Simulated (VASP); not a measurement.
# MoS2 (P3m1) in VASP: single point with PBEsol

Aim: the single point of MoS2 with PBEsol.

Program: VASP 6.6.1. These are calculated values, not measurements. Logs are shortened: lines on timing, memory, paths and dates and some standing lists are left out, and cuts for length are marked.

## 1. The cell of the first run

It takes space group P3m1 (No. 156, trigonal). The conventional cell has a = 6.282 Å, b = 6.282 Å, c = 6.125 Å, α = 90.00°, β = 90.00°, γ = 120.00°. Mo (site symmetry m) has 6 S at 2.41 to 2.62 Å and 6 Mo at 3.14 Å within 3.2 Å. Within 3.2 Å of Mo (site symmetry 3m) lie 6 S at 2.41 Å and 6 Mo at 3.14 Å. Within 3.5 Å of S (site symmetry 3m) lie 3 Mo at 2.62 Å and 9 S at 3.16 to 3.21 Å. Within 3.2 Å of S (site symmetry m) lie 3 Mo at 2.41 Å and 6 S at 3.14 to 3.16 Å. S (site symmetry m) has 3 Mo at 2.41 Å and 7 S at 3.14 to 3.21 Å within 3.3 Å. S (site symmetry 3m) has 3 Mo at 2.41 Å and 6 S at 3.14 Å within 3.2 Å.

## 2. Single point, PBEsol (atom 5 (S) moved -0.300 Å along Cartesian [0 0 1])

File INCAR:

```
PREC = Accurate
ENCUT = 520
EDIFF = 1E-6
ISMEAR = 0
SIGMA = 0.15
LREAL = False
LASPH = True
NELM = 100
ALGO = Normal
ISIF = 2
LWAVE = False
LCHARG = True
GGA = PS
LVHAR = True
NBANDS = 64
KPAR = 4
```

File KPOINTS:

```
regular mesh
0
Gamma
  8 12 12
```

File POSCAR:

```
MoS2
1.0
    0.0000000000      0.0000000000      6.1247114470
    3.1411847468      5.4406915776      0.0000000000
   -6.2823694938      0.0000000000      0.0000000000
Mo S
4 8
Direct
    0.5000000000      0.0000000000      0.5000000000
    0.5000000000      0.0000000000      0.0000000000
    0.5000000000      0.5000000000      0.5000000000
    0.5000000000      0.5000000000      0.0000000000
    0.1920806195      0.3333333333      0.6666666667
    0.2410625189      0.3333333333      0.1666666667
    0.2410625189      0.8333333333      0.6666666667
    0.2410625189      0.8333333333      0.1666666667
    0.7589374811      0.1666666667      0.3333333333
    0.7589374811      0.1666666667      0.8333333333
    0.7589374811      0.6666666667      0.3333333333
    0.7589374811      0.6666666667      0.8333333333
```

Potentials or basis: VASP PAW PBE potentials, release 64 (Mo_sv, S).

Run with:

```sh
$ cat potpaw_PBE.64/Mo_sv/POTCAR potpaw_PBE.64/S/POTCAR > POTCAR
$ mpirun -np 4 vasp_std > vasp.out
```

OUTCAR:

```text
PREC = Accurate
   ENCUT = 520
   EDIFF = 1E-6
   ISMEAR = 0
   LREAL = False
   LASPH = True
   NELM = 100
   ISIF = 2
   GGA = PS

 ion  position               nearest neighbor table
   1  0.500  0.000  0.500-  11 2.41  10 2.41   8 2.41   7 2.41   9 2.41   5 2.62   3 3.14   3 3.14
                             2 3.14   2 3.14   4 3.14   4 3.14
   2  0.500  0.000  0.000-   6 2.41  12 2.41   9 2.41   7 2.41  10 2.41   8 2.41   4 3.14   4 3.14
                             1 3.14   1 3.14   3 3.14   3 3.14
   3  0.500  0.500  0.500-   7 2.41   9 2.41   6 2.41  12 2.41  11 2.41   5 2.62   1 3.14   1 3.14
                             4 3.14   4 3.14   2 3.14   2 3.14
   4  0.500  0.500  0.000-   8 2.41  10 2.41  11 2.41   6 2.41  12 2.41   5 2.62   2 3.14   2 3.14
                             3 3.14   3 3.14   1 3.14   1 3.14
   5  0.192  0.333  0.667-   1 2.62   4 2.62   3 2.62
   6  0.241  0.333  0.167-   2 2.41   3 2.41   4 2.41
   7  0.241  0.833  0.667-   3 2.41   2 2.41   1 2.41
   8  0.241  0.833  0.167-   4 2.41   1 2.41   2 2.41
   9  0.759  0.167  0.333-   3 2.41   2 2.41   1 2.41
  10  0.759  0.167  0.833-   4 2.41   1 2.41   2 2.41
  11  0.759  0.667  0.333-   1 2.41   4 2.41   3 2.41
  12  0.759  0.667  0.833-   2 2.41   3 2.41   4 2.41

  LATTYP: Found a hexagonal cell.
 ALAT       =     6.2823694938
 C/A-ratio  =     0.9749046841

  Lattice vectors:

 A1 = (   3.1411847468,   5.4406915776,   0.0000000000)
 A2 = (  -6.2823694938,   0.0000000000,   0.0000000000)
 A3 = (   0.0000000000,   0.0000000000,   6.1247114470)

Analysis of symmetry for initial positions (statically):
=====================================================================
 Subroutine PRICEL returns:
 Original cell was already a primitive cell.

 Routine SETGRP: Setting up the symmetry group for a
 hexagonal supercell.

 Subroutine GETGRP returns: Found  6 space group operations
 (whereof  6 operations were pure point group operations)
 out of a pool of 24 trial point group operations.

The static configuration has the point symmetry C_3v.

Analysis of symmetry for dynamics (positions and initial velocities):
=====================================================================
 Subroutine PRICEL returns:
 Original cell was already a primitive cell.

 Routine SETGRP: Setting up the symmetry group for a
 hexagonal supercell.

 Subroutine GETGRP returns: Found  6 space group operations
 (whereof  6 operations were pure point group operations)
 out of a pool of 24 trial point group operations.

The dynamic configuration has the point symmetry C_3v.

 Subroutine INISYM returns: Found  6 space group operations
 (whereof  6 operations are pure point group operations),
 and found     1 'primitive' translations

----------------------------------------------------------------------------------------

                                     Primitive cell

  volume of cell :     209.3453

  direct lattice vectors                    reciprocal lattice vectors
     0.000000000  0.000000000  6.124711447     0.000000000  0.000000000  0.163272998
     3.141184747  5.440691578  0.000000000     0.000000000  0.183800163  0.000000000
    -6.282369494  0.000000000  0.000000000    -0.159175611  0.091900082  0.000000000

  length of vectors
     6.124711447  6.282369494  6.282369494     0.163272998  0.183800163  0.183800163

  position of ions in fractional coordinates (direct lattice)
     0.500000000  0.000000000  0.500000000
     0.500000000  0.000000000  0.000000000
     0.500000000  0.500000000  0.500000000
     0.500000000  0.500000000  1.000000000
     0.192080619  0.333333333  0.666666667
     0.241062519  0.333333333  0.166666667
     0.241062519  0.833333333  0.666666667
     0.241062519  0.833333333  0.166666667
     0.758937481  0.166666667  0.333333333
     0.758937481  0.166666667  0.833333333
     0.758937481  0.666666667  0.333333333
     0.758937481  0.666666667  0.833333333

  ion indices of the primitive-cell ions
   primitive index   ion index
                 1           1
                 2           2
                 3           3
                 4           4
                 5           5
                 6           6
                 7           7
                 8           8
                 9           9
                10          10
                11          11
                12          12

----------------------------------------------------------------------------------------

 KPOINTS: regular mesh

Automatic generation of k-mesh.
 Grid dimensions read from file:
 generate k-points for:    8   12   12

 Generating k-lattice:

  Cartesian coordinates                     Fractional coordinates (reciprocal lattice)
     0.000000000  0.000000000  0.020409125     0.125000000  0.000000000  0.000000000
     0.000000000  0.015316680  0.000000000     0.000000000  0.083333333  0.000000000
    -0.013264634  0.007658340  0.000000000     0.000000000  0.000000000  0.083333333

  Length of vectors
     0.020409125  0.015316680  0.015316680

  Shift w.r.t. Gamma in fractional coordinates (k-lattice)
     0.000000000  0.000000000  0.000000000

 Subroutine IBZKPT returns following result:
 ===========================================

 Found    131 irreducible k-points:

 Following reciprocal coordinates:
            Coordinates               Weight
  0.000000  0.000000  0.000000      1.000000
  0.125000  0.000000  0.000000      2.000000
  0.250000  0.000000  0.000000      2.000000
  0.375000  0.000000  0.000000      2.000000
  0.500000  0.000000  0.000000      1.000000
  0.000000  0.083333  0.000000      6.000000
[... 16 lines left out ...]
  0.125000  0.250000  0.000000      6.000000
  0.125000  0.000000  0.250000      6.000000
 [... further k-points ...]
   k-points           NKPTS =    131   k-points in BZ     NKDIM =    131   number of bands    NBANDS=     64
   number of dos      NEDOS =    301   number of ions     NIONS =     12
   total plane-waves  NPLWV = 110592
   dimension x,y,z NGX =    48 NGY =   48 NGZ =   48
   dimension x,y,z NGXF=    96 NGYF=   96 NGZF=   96
   ions per type =               4   8
   NGX,Y,Z   is equivalent  to a cutoff of  13.03, 12.70, 12.70 a.u.
   NGXF,Y,Z  is equivalent  to a cutoff of  26.06, 25.40, 25.40 a.u.
 SYSTEM =  unknown system
   PREC   = accura    normal or accurate (medium, high low for compatibility)
   ISTART =      0    job   : 0-new  1-cont  2-samecut
   ICHARG =      2    charge: 1-file 2-atom 10-const
   ISPIN  =      1    spin polarized calculation?
   LNONCOLLINEAR =      F non collinear calculations
   LSORBIT =      F    spin-orbit coupling
   LASPH  =      T    aspherical Exc in radial PAW
   ENCUT  =  520.0 eV  38.22 Ry    6.18 a.u.  11.39 11.68 11.68*2*pi/ulx,y,z
   NELM   =    100;   NELMIN=  2; NELMDL= -5     # of ELM steps
   EDIFF  = 0.1E-05   stopping-criterion for ELM
   LREAL  =      F    real-space projection
   EDIFFG = 0.1E-04   stopping-criterion for IOM
   NSW    =      0    number of steps for IOM
   IBRION =     -1    ionic relax: 0-MD 1-quasi-New 2-CG
   NFREE  =      0    steps in history (QN), initial steepest desc. (CG)
   ISIF   =      2    stress and relaxation
   ISYM   =      2    0-nonsym 1-usesym 2-fastsym
   POTIM  = 0.5000    time-step for ionic-motion
   TEBEG  =    0.0;   TEEND  =   0.0 temperature during run
   PSTRESS=    0.0 pullay stress
   NELECT =     104.0000    total number of electrons
   NUPDOWN=      -1.0000    fix difference up-down
   EMIN   =  10.00;   EMAX   =-10.00  energy-range for DOS
   EFERMI =   0.00;   METHOD = LEGACY
   ISMEAR =     0;   SIGMA  =   0.15  broadening in eV -4-tet -1-fermi 0-gaus
   EFERMI_NEDOS =   21; number of points for ismear=-14 and -15
   IALGO  =     38    algorithm
   IMIX   =      4    mixing-type and parameters
     AMIX     =   0.40;   BMIX     =  1.00
     AMIX_MAG =   1.60;   BMIX_MAG =  1.00
  volume/ion in A,a.u.               =      17.45       117.73
  Fermi-wavevector in a.u.,A,eV,Ry     =   1.296577  2.450175 22.872905  1.681111
  Thomas-Fermi vector in A             =   2.428024
   LORBIT       =      0    0 simple, 1 ext, 2 COOP (PROOUT), +10 PAW based schemes
   GGA     = PS    functional components
   LHFCALC =     F    Hartree Fock is set to
   AEXX    =    0.0000 exact exchange contribution
   IVDW    =     0    specifies the selected vdW correction
   LEPSILON=     F    determine dielectric tensor
   LRPA    =     F    only Hartree local field effects (RPA)
 non-spin polarized calculation
 Gauss-broadening in eV      SIGMA  =   0.15
  energy-cutoff  :      520.00
  volume of cell :      209.35
 maximum number of plane-waves:      5663
 NGX is ok and might be reduce to    48
   NGX = 23   NGY = 23   NGZ = 23

 number of electron     103.9999995 magnetization

 Free energy of the ion-electron system (eV)
  ---------------------------------------------------
  ext. energy  EPLUGINS =         0.00000000
  ---------------------------------------------------
  free energy    TOTEN  =       -90.03546627 eV

  energy without entropy =      -89.98092472  energy(sigma->0) =      -90.00819549

 E-fermi :   7.8923     XC(G=0): -11.1921

 val. band max:        7.8918450456   @ k =   0.2500   0.4167   0.0833
 cond. band min:       7.8975820673   @ k =   0.3750   0.5000   0.0000
 fundamental gap:      0.0057370217
 Fermi energy:         7.8922687936

 k-point     1 :       0.0000    0.0000    0.0000
  band No.  band energies     occupation
      1     -53.7096      2.00000
      2     -53.6698      2.00000
      3     -53.6605      2.00000
      4     -53.6605      2.00000
      5     -28.1133      2.00000
      6     -28.1133      2.00000
[... 56 lines left out ...]
     63      11.2830      0.00000
     64      11.5200      0.00000

 k-point     2 :       0.1250    0.0000    0.0000
  band No.  band energies     occupation
      1     -53.7096      2.00000
      2     -53.6698      2.00000
      3     -53.6605      2.00000
      4     -53.6605      2.00000
      5     -28.1133      2.00000
      6     -28.1133      2.00000
[... 56 lines left out ...]
     63      11.3170      0.00000
     64      11.4488      0.00000

 k-point     3 :       0.2500    0.0000    0.0000
  band No.  band energies     occupation
      1     -53.7096      2.00000
      2     -53.6698      2.00000
      3     -53.6605      2.00000
      4     -53.6605      2.00000
      5     -28.1132      2.00000
      6     -28.1132      2.00000
[... 1396 lines left out ...]
     63      10.7659      0.00000
     64      11.0836      0.00000

 k-point    24 :       0.1250    0.0000    0.2500
  band No.  band energies     occupation
      1     -53.7034      2.00000
      2     -53.6729      2.00000
      3     -53.6636      2.00000
      4     -53.6605      2.00000
      5     -28.0811      2.00000
      6     -28.0633      2.00000
[... 56 lines left out ...]
     63      10.6544      0.00000
     64      10.8778      0.00000

 [... further k-points ...]

------------------------ aborting loop because EDIFF is reached ----------------------------------------

  FORCE on cell =-STRESS in cart. coord.  units (eV):
  Direction    XX          YY          ZZ          XY          YZ          ZX
  --------------------------------------------------------------------------------------
  -------------------------------------------------------------------------------------
  Total       -2.3796962     -2.3796962     -5.7535070      0.0000000      0.0000000      0.0000000
  in kB      -18.2124712    -18.2124712    -44.0331758      0.0000000      0.0000000      0.0000000
  external PRESSURE =     -26.8193727 kB  Pullay stress =       0.0000000 kB

 VOLUME and BASIS-vectors are now :
 -----------------------------------------------------------------------------
  energy-cutoff  :      520.00
  volume of cell :      209.35
      direct lattice vectors                 reciprocal lattice vectors
     0.000000000  0.000000000  6.124711447     0.000000000  0.000000000  0.163272998
     3.141184747  5.440691578  0.000000000     0.000000000  0.183800163  0.000000000
    -6.282369494  0.000000000  0.000000000    -0.159175611  0.091900082  0.000000000

 POSITION                                       TOTAL-FORCE (eV/Angst)
 -----------------------------------------------------------------------------------
     -3.14118      0.00000      3.06236        -0.000000      0.631554     -0.658336
      0.00000      0.00000      3.06236         0.000000      0.000000     -0.143418
     -1.57059      2.72035      3.06236        -0.546942     -0.315777     -0.658336
      1.57059      2.72035      3.06236         0.546942     -0.315777     -0.658336
     -3.14118      1.81356      1.17644         0.000000      0.000000      2.653628
     -0.00000      1.81356      1.47644         0.000000     -0.044743      0.059539
     -1.57059      4.53391      1.47644        -0.038749      0.022371      0.059539
      1.57059      4.53391      1.47644         0.038749      0.022371      0.059539
     -1.57059      0.90678      4.64827        -0.048312      0.027893     -0.161891
     -4.71178      0.90678      4.64827         0.048312      0.027893     -0.161891
      0.00000      3.62713      4.64827         0.000000      0.000000     -0.228148
     -3.14118      3.62713      4.64827         0.000000     -0.055786     -0.161891
 -----------------------------------------------------------------------------------
    total drift:                               -0.000000      0.000000      0.000075

  FREE ENERGIE OF THE ION-ELECTRON SYSTEM (eV)
  ---------------------------------------------------
  free  energy   TOTEN  =       -90.0354662691 eV

  energy  without entropy=      -89.9809247208  energy(sigma->0) =      -90.00819549
```

Wall time 6.4 min (4 MPI ranks of Intel Xeon Platinum 8488C (Sapphire Rapids), shared host); peak memory 1.2 GiB.

What came out:

| Property | Result |
| --- | --- |
| Free energy | -90.0355 eV |
| Pressure | -2.7 GPa |
| Largest force | 2.654 eV/Å |
| Band gap on the k mesh | zero (bands 52 and 53 overlap by 0.41 eV) |

Forces in eV/Å, atoms in the order of the input:
```
Mo   0.000  0.632 -0.658
Mo   0.000  0.000 -0.143
Mo  -0.547 -0.316 -0.658
Mo   0.547 -0.316 -0.658
S    0.000  0.000  2.654
S    0.000 -0.045  0.060
S   -0.039  0.022  0.060
S    0.039  0.022  0.060
S   -0.048  0.028 -0.162
S    0.048  0.028 -0.162
S    0.000  0.000 -0.228
S    0.000 -0.056 -0.162
```

Stress tensor (GPa, compression positive):
```
-1.82  0.00  0.00
 0.00 -1.82  0.00
 0.00  0.00 -4.40
```

Caveat: the cell differs from its parent crystal (atom 5 (S) moved -0.300 Å along Cartesian [0 0 1]); the PAW data sets were made with another functional, which shifts forces and pressure a little.
